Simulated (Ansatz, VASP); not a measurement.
BN: VASP beside Ansatz

```
B N
1.0
     1.25112    0.72234    3.64277
    -1.25112    0.72234    3.64277
     0.00000   -1.44467    3.64277
B N
1 1
Direct
  0.99967 0.99967 0.99967
  0.33276 0.33276 0.33276
```

Change from the starting cell: strain +0.000 along x and y, +0.080 along z, atoms carried along.

Alike in both runs: task single point; functional PBE; dispersion D3(BJ); k mesh 12 × 12 × 12; occupations gaussian, width 0.05 eV; no spin polarisation.

```csv
,VASP,Ansatz
version,VASP 6.6.1,Ansatz 0.2.0
potentials or method,"VASP PAW PBE potentials, release 64 (B, N), cutoff 520 eV","scalar-relativistic, plane waves, PAW"
valence electrons in the cell,8,8
```

Ansatz gave:

- gap on the k mesh at the Fermi level (eV): 4.42
- least direct gap on the mesh (eV): 4.69
- pressure (GPa): 0.7
- traceless stress, the component that is largest in VASP (GPa): -2.28
- rms of the force components (eV/Å): 0.013

Question: Which values does VASP return?

Answer: gap on the k mesh at the Fermi level (eV): 4.42; least direct gap on the mesh (eV): 4.69; pressure (GPa): 0.7; traceless stress, the component that is largest in VASP (GPa): -2.48; rms of the force components (eV/Å): 0.013.

Atom by atom the forces differ by 0.000 eV/Å (rms over components).
